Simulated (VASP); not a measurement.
Input of a VASP 6.6.1 run:

Contents of POSCAR:

```
TiS2
1.0
    3.4120000000      0.0000000000      0.0000000000
   -1.7060000000      2.9548800000      0.0000000000
    0.0000000000      0.0000000000      5.6950000000
Ti S
1 2
Direct
    0.0000000000      0.0000000000      0.0000000000
    0.3333333333      0.6666666667      0.2500000000
    0.6666666667      0.3333333333      0.7500000000
```

INCAR.step1

```
SYSTEM = TiS2
PREC     = Accurate       ! precision mode
ENCUT    = 550            ! plane-wave cutoff, eV
ISMEAR   = 0              ! smearing method
SIGMA    = 0.01           ! smearing width, eV
LREAL    = .False.        ! projectors in reciprocal space
LASPH    = .True.         ! aspherical terms in the spheres
NELM     = 120            ! most SCF steps
NBANDS   = 19             ! bands
GGA      = PE             ! functional
ALGO     = Normal         ! electronic algorithm
EDIFF    = 1E-5           ! SCF threshold, eV
LWAVE    = .True.         ! write WAVECAR
LCHARG   = .False.        ! write CHGCAR
GGA_COMPAT= .False.
```

File INCAR.step2:

```
SYSTEM = TiS2
PREC     = Accurate       ! precision mode
ENCUT    = 550            ! plane-wave cutoff, eV
EDIFF    = 1E-6           ! SCF threshold, eV
ISMEAR   = 0              ! smearing method
SIGMA    = 0.01           ! smearing width, eV
LREAL    = .False.        ! projectors in reciprocal space
LASPH    = .True.         ! aspherical terms in the spheres
NELM     = 120            ! most SCF steps
ALGO     = Normal         ! electronic algorithm
ISIF     = 2              ! what is computed and relaxed
LWAVE    = .False.        ! write WAVECAR
LCHARG   = .True.         ! write CHGCAR
METAGGA  = R2SCAN         ! meta-GGA
LMIXTAU  = .True.       
LELF     = .True.         ! ELF
LVHAR    = .True.       
NBANDS   = 19             ! bands
ISTART   = 1            
GGA_COMPAT= .False.
```

KPOINTS

```
regular mesh
0
Gamma
  7 7 4
  0 0 0
```

Potentials or basis: VASP PAW PBE potentials, release 64 (Ti_sv, S).

Command:

```sh
$ cat potpaw_PBE.64/Ti_sv/POTCAR potpaw_PBE.64/S/POTCAR > POTCAR
$ cp INCAR.step1 INCAR
$ mpirun -np 1 vasp_std > vasp.out
$ cp INCAR.step2 INCAR
$ mpirun -np 1 vasp_std > vasp.out
```

Q: Estimate the pressure.

A: 0.0 GPa.

Q: Predict the band gap on the k mesh.

A: 0.17 eV (least direct gap 0.62 eV).

Stress tensor (GPa, compression positive):
```
 0.35  0.00  0.00
 0.00  0.35  0.00
 0.00  0.00 -0.58
```

Caveat: the PAW data sets were made with another functional, which shifts forces and pressure a little; an odd mesh through Γ misses points on the zone boundary, where band edges can lie.
